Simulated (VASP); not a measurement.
# FeSi (rocksalt type) (Fm-3m) in VASP: relaxation of cell and atoms with PBE

Aim: the relaxation of cell and atoms of FeSi (rocksalt type) with PBE.

All numbers are computed with VASP 6.6.1; they aren't measurements. Logs are shortened: lines on timing, memory, paths and dates and some standing lists are left out, and cuts for length are marked.

## 1. The cell of the first run

Symmetry: Fm-3m, No. 225, cubic system. The conventional cell has a = 4.368 Å, b = 4.368 Å, c = 4.368 Å, α = 90.00°, β = 90.00°, γ = 90.00°. Fe (site symmetry m-3m) has 6 Si at 2.18 Å within 2.9 Å. Within 2.9 Å of Si (site symmetry m-3m) lie 6 Fe at 2.18 Å.

## 2. Relaxation of cell and atoms, PBE, collinear spin, ferromagnetic start, target pressure 47 GPa, at which the enthalpy is minimised

INCAR

```
SYSTEM = FeSi
ALGO = Normal
EDIFF = 1E-6
EDIFFG = -0.005
ENCUT = 600
GGA = PE
IBRION = 2
ISIF = 3
ISMEAR = -1
ISPIN = 2
LASPH = .TRUE.
LCHARG = .FALSE.
LMAXMIX = 4
LORBIT = 11
LREAL = .FALSE.
LWAVE = .FALSE.
MAGMOM = 2.5 0
NELM = 150
NSW = 60
PREC = Accurate
PSTRESS = 470.0
SIGMA = 0.05
```

KPOINTS

```
k-points
0
G
  15 15 15
  0 0 0
```

POSCAR

```
FeSi
1.0
    0.0000000000      2.1842046636      2.1842046636
    2.1842046636      0.0000000000      2.1842046636
    2.1842046636      2.1842046636      0.0000000000
Fe Si
1 1
Direct
    0.0000000000      0.0000000000      0.0000000000
    0.5000000000      0.5000000000      0.5000000000
```

Potentials or basis: VASP PAW PBE potentials, release 64 (Fe, Si).

Started as:

```bash
$ cat potpaw_PBE.64/Fe/POTCAR potpaw_PBE.64/Si/POTCAR > POTCAR
$ mpirun -np 1 vasp_std > vasp.out
```

OUTCAR:

```text
SYSTEM = FeSi
   EDIFF = 1E-6
   EDIFFG = -0.005
   ENCUT = 600
   GGA = PE
   IBRION = 2
   ISIF = 3
   ISMEAR = -1
   ISPIN = 2
   LASPH = .TRUE.
   LORBIT = 11
   LREAL = .FALSE.
   NELM = 150
   NSW = 60
   PREC = Accurate
   PSTRESS = 470.0

 ion  position               nearest neighbor table
   1  0.000  0.000  0.000-   2 2.18   2 2.18   2 2.18   2 2.18   2 2.18   2 2.18
   2  0.500  0.500  0.500-   1 2.18   1 2.18   1 2.18   1 2.18   1 2.18   1 2.18

  LATTYP: Found a face centered cubic cell.
 ALAT       =     4.3684093272

  Lattice vectors:

 A1 = (   0.0000000000,   2.1842046636,   2.1842046636)
 A2 = (   2.1842046636,   0.0000000000,   2.1842046636)
 A3 = (   2.1842046636,   2.1842046636,   0.0000000000)

Analysis of symmetry for initial positions (statically):
=====================================================================
 Subroutine PRICEL returns:
 Original cell was already a primitive cell.

 Routine SETGRP: Setting up the symmetry group for a
 face centered cubic supercell.

 Subroutine GETGRP returns: Found 48 space group operations
 (whereof 48 operations were pure point group operations)
 out of a pool of 48 trial point group operations.

The static configuration has the point symmetry O_h .

Analysis of symmetry for dynamics (positions and initial velocities):
=====================================================================
 Subroutine PRICEL returns:
 Original cell was already a primitive cell.

 Routine SETGRP: Setting up the symmetry group for a
 face centered cubic supercell.

 Subroutine GETGRP returns: Found 48 space group operations
 (whereof 48 operations were pure point group operations)
 out of a pool of 48 trial point group operations.

The dynamic configuration has the point symmetry O_h .

Analysis of structural, dynamic, and magnetic symmetry:
=====================================================================
 Subroutine PRICEL returns:
 Original cell was already a primitive cell.

 Routine SETGRP: Setting up the symmetry group for a
 face centered cubic supercell.

 Subroutine GETGRP returns: Found 48 space group operations
 (whereof 48 operations were pure point group operations)
 out of a pool of 48 trial point group operations.

The overall configuration has the point symmetry O_h .

 Subroutine INISYM returns: Found 48 space group operations
 (whereof 48 operations are pure point group operations),
 and found     1 'primitive' translations

----------------------------------------------------------------------------------------

                                     Primitive cell

  volume of cell :      20.8406

  direct lattice vectors                    reciprocal lattice vectors
     0.000000000  2.184204664  2.184204664    -0.228916277  0.228916277  0.228916277
     2.184204664  0.000000000  2.184204664     0.228916277 -0.228916277  0.228916277
     2.184204664  2.184204664  0.000000000     0.228916277  0.228916277 -0.228916277

  length of vectors
     3.088931858  3.088931858  3.088931858     0.396494623  0.396494623  0.396494623

  position of ions in fractional coordinates (direct lattice)
     0.000000000  0.000000000  0.000000000
     0.500000000  0.500000000  0.500000000

  ion indices of the primitive-cell ions
   primitive index   ion index
                 1           1
                 2           2

----------------------------------------------------------------------------------------

 KPOINTS: k-points

Automatic generation of k-mesh.
 Grid dimensions read from file:
 generate k-points for:   15   15   15

 Generating k-lattice:

  Cartesian coordinates                     Fractional coordinates (reciprocal lattice)
    -0.015261085  0.015261085  0.015261085     0.066666667  0.000000000  0.000000000
     0.015261085 -0.015261085  0.015261085     0.000000000  0.066666667  0.000000000
     0.015261085  0.015261085 -0.015261085     0.000000000  0.000000000  0.066666667

  Length of vectors
     0.026432975  0.026432975  0.026432975

  Shift w.r.t. Gamma in fractional coordinates (k-lattice)
     0.000000000  0.000000000  0.000000000

 Subroutine IBZKPT returns following result:
 ===========================================

 Found    120 irreducible k-points:

 Following reciprocal coordinates:
            Coordinates               Weight
  0.000000  0.000000  0.000000      1.000000
  0.066667  0.000000  0.000000      8.000000
  0.133333  0.000000  0.000000      8.000000
  0.200000  0.000000  0.000000      8.000000
  0.266667  0.000000  0.000000      8.000000
  0.333333  0.000000  0.000000      8.000000
[... 16 lines left out ...]
  0.133333  0.133333  0.000000      6.000000
  0.200000  0.133333  0.000000     24.000000
 [... further k-points ...]
   k-points           NKPTS =    120   k-points in BZ     NKDIM =    120   number of bands    NBANDS=     11
   number of dos      NEDOS =    301   number of ions     NIONS =      2
   total plane-waves  NPLWV =  21952
   dimension x,y,z NGX =    28 NGY =   28 NGZ =   28
   dimension x,y,z NGXF=    56 NGYF=   56 NGZF=   56
   ions per type =               1   1
   NGX,Y,Z   is equivalent  to a cutoff of  15.07, 15.07, 15.07 a.u.
   NGXF,Y,Z  is equivalent  to a cutoff of  30.14, 30.14, 30.14 a.u.
 SYSTEM =  FeSi
   PREC   = accura    normal or accurate (medium, high low for compatibility)
   ISTART =      0    job   : 0-new  1-cont  2-samecut
   ICHARG =      2    charge: 1-file 2-atom 10-const
   ISPIN  =      2    spin polarized calculation?
   LNONCOLLINEAR =      F non collinear calculations
   LSORBIT =      F    spin-orbit coupling
   LASPH  =      T    aspherical Exc in radial PAW
   ENCUT  =  600.0 eV  44.10 Ry    6.64 a.u.   6.17  6.17  6.17*2*pi/ulx,y,z
   NELM   =    150;   NELMIN=  2; NELMDL= -5     # of ELM steps
   EDIFF  = 0.1E-05   stopping-criterion for ELM
   LREAL  =      F    real-space projection
   EDIFFG = -.5E-02   stopping-criterion for IOM
   NSW    =     60    number of steps for IOM
   IBRION =      2    ionic relax: 0-MD 1-quasi-New 2-CG
   NFREE  =      1    steps in history (QN), initial steepest desc. (CG)
   ISIF   =      3    stress and relaxation
   ISYM   =      2    0-nonsym 1-usesym 2-fastsym
   POTIM  = 0.5000    time-step for ionic-motion
   TEBEG  =    0.0;   TEEND  =   0.0 temperature during run
   PSTRESS=  470.0 pullay stress
   NELECT =      12.0000    total number of electrons
   NUPDOWN=      -1.0000    fix difference up-down
   EMIN   =  10.00;   EMAX   =-10.00  energy-range for DOS
   EFERMI =   0.00;   METHOD = LEGACY
   ISMEAR =    -1;   SIGMA  =   0.05  broadening in eV -4-tet -1-fermi 0-gaus
   EFERMI_NEDOS =   21; number of points for ismear=-14 and -15
   IALGO  =     38    algorithm
   IMIX   =      4    mixing-type and parameters
     AMIX     =   0.40;   BMIX     =  1.00
     AMIX_MAG =   1.60;   BMIX_MAG =  1.00
  volume/ion in A,a.u.               =      10.42        70.32
  Fermi-wavevector in a.u.,A,eV,Ry     =   1.361963  2.573737 25.238028  1.854943
  Thomas-Fermi vector in A             =   2.488494
   LORBIT       =     11    0 simple, 1 ext, 2 COOP (PROOUT), +10 PAW based schemes
   GGA     = PE    functional components
   LHFCALC =     F    Hartree Fock is set to
   AEXX    =    0.0000 exact exchange contribution
   IVDW    =     0    specifies the selected vdW correction
   LEPSILON=     F    determine dielectric tensor
   LRPA    =     F    only Hartree local field effects (RPA)
 conjugate gradient relaxation of ions
 spin polarized calculation
  energy-cutoff  :      600.00
  volume of cell :       20.84
 maximum number of plane-waves:       725
 NGX is ok and might be reduce to    28
   NGX = 13   NGY = 13   NGZ = 13

--------------------------------------- Ionic step        1  -------------------------------------------

 number of electron      12.0000000 magnetization       0.0004483

 number of electron      12.0000000 magnetization      -0.0002900

 Free energy of the ion-electron system (eV)
  ---------------------------------------------------
  ext. energy  EPLUGINS =         0.00000000
  ---------------------------------------------------
  free energy    TOTEN  =       -12.59339570 eV

  energy without entropy =      -12.58709310  energy(sigma->0) =      -12.59024440

------------------------ aborting loop because EDIFF is reached ----------------------------------------

  FORCE on cell =-STRESS in cart. coord.  units (eV):
  Direction    XX          YY          ZZ          XY          YZ          ZX
  --------------------------------------------------------------------------------------
  -------------------------------------------------------------------------------------
  Total        6.2196734      6.2196734      6.2196734     -0.0000000      0.0000000     -0.0000000
  in kB      478.1544234    478.1544234    478.1544234     -0.0000000      0.0000000     -0.0000000
  external PRESSURE =       8.1544234 kB  Pullay stress =     470.0000000 kB
[... 65 lines left out ...]
--------------------------------------- Ionic step        3  -------------------------------------------

 number of electron      12.0000000 magnetization      -0.0000012

 number of electron      12.0000000 magnetization       0.0000011

 Free energy of the ion-electron system (eV)
  ---------------------------------------------------
  ext. energy  EPLUGINS =         0.00000000
  ---------------------------------------------------
  free energy    TOTEN  =       -12.60740183 eV

  energy without entropy =      -12.60105793  energy(sigma->0) =      -12.60422988

 E-fermi :  10.6320     XC(G=0): -12.9807

 val. band max:       10.6015480534   @ k =  -0.4000   0.4667   0.0667
 cond. band min:      10.6501623006   @ k =  -0.3333   0.4667   0.2000
 fundamental gap:      0.0486142472
 Fermi energy:        10.6320103449

 spin component 1

 k-point     1 :       0.0000    0.0000    0.0000
  band No.  band energies     occupation
      1      -2.9914      1.00000
      2       8.3538      1.00000
      3       8.3538      1.00000
      4       8.3538      1.00000
      5       8.6519      1.00000
      6       8.6519      1.00000
      7      16.1618      0.00000
      8      16.1618      0.00000
      9      16.1618      0.00000
     10      22.6923      0.00000
     11      22.7988      0.00000
[... 309 lines left out ...]
 k-point    24 :       0.2000    0.1333    0.0000
  band No.  band energies     occupation
      1      -2.0509      1.00000
      2       7.6222      1.00000
      3       7.7564      1.00000
      4       8.3771      1.00000
      5       8.5846      1.00000
      6       8.9244      1.00000
      7      14.6710      0.00000
      8      15.3202      0.00000
      9      16.8789      0.00000
     10      20.2905      0.00000
     11      21.5089      0.00000

 [... further k-points ...]

 spin component 2

 k-point     1 :       0.0000    0.0000    0.0000
  band No.  band energies     occupation
      1      -2.9914      1.00000
      2       8.3538      1.00000
      3       8.3538      1.00000
      4       8.3538      1.00000
      5       8.6519      1.00000
      6       8.6519      1.00000
      7      16.1618      0.00000
      8      16.1618      0.00000
      9      16.1618      0.00000
     10      22.6923      0.00000
     11      22.7988      0.00000
[... 351 lines left out ...]
  FREE ENERGIE OF THE ION-ELECTRON SYSTEM (eV)
  ---------------------------------------------------
  free  energy   TOTEN  =       -12.6074018318 eV

  energy  without entropy=      -12.6010579265  energy(sigma->0) =      -12.60422988

  enthalpy is  TOTEN    =        -6.4799165601 eV   P V=        6.1274852717

 reached required accuracy - stopping structural energy minimisation

 total charge

# of ion       s       p       d       tot
------------------------------------------
    1        0.474   0.621   6.934   8.028
    2        0.814   1.002   0.000   1.816
--------------------------------------------------
tot          1.288   1.622   6.934   9.844

 magnetization (x)

# of ion       s       p       d       tot
------------------------------------------
    1       -0.000  -0.000  -0.000  -0.000
    2       -0.000   0.000   0.000  -0.000
--------------------------------------------------
tot         -0.000   0.000  -0.000  -0.000
```

It took 2 min on 1 thread of Intel Xeon Platinum 8488C (Sapphire Rapids), shared host; peak memory 0.22 GiB.

Results:

```
Free energy                                                : -12.6074 eV
Relaxed volume                                             : 10.44 Å³/atom
Relaxed cell                                               : a = 3.091 Å, b = 3.091 Å, c = 3.091 Å, α = 60.00°, β = 60.00°, γ = 60.00°
Space group after relaxing (to 0.1 Å)                      : Fm-3m (No. 225)
Energy change on relaxing (the run minimises the enthalpy) : -7.0 meV/atom
Ionic steps                                                : 3
Pressure after relaxing                                    : 47.0 GPa
Band gap on the k mesh                                     : zero (filled and empty bands overlap)
Net moment                                                 : 0.00 μB per cell
Valence electrons inside the program's atomic spheres      : Fe 8.03; Si 1.82
```

Step by step:
```tsv
step	energy change (eV)	largest force (eV/Å)	pressure (GPa)	volume (Å³)
1	0.0000	0.0000	47.82	20.84
2	-0.0465	0.0000	45.25	21.00
3	-0.0140	0.0000	47.02	20.89
```

Final structure:
```xyz
2
Lattice="0.0000 2.1859 2.1859 2.1859 0.0000 2.1859 2.1859 2.1859 0.0000" Properties=species:S:1:pos:R:3 pbc="T T T"
Fe    0.0000    0.0000    0.0000
Si    2.1859    2.1859    2.1859
```

Caveat: the cell is relaxed towards a set pressure, so the run minimises the enthalpy, not the energy.
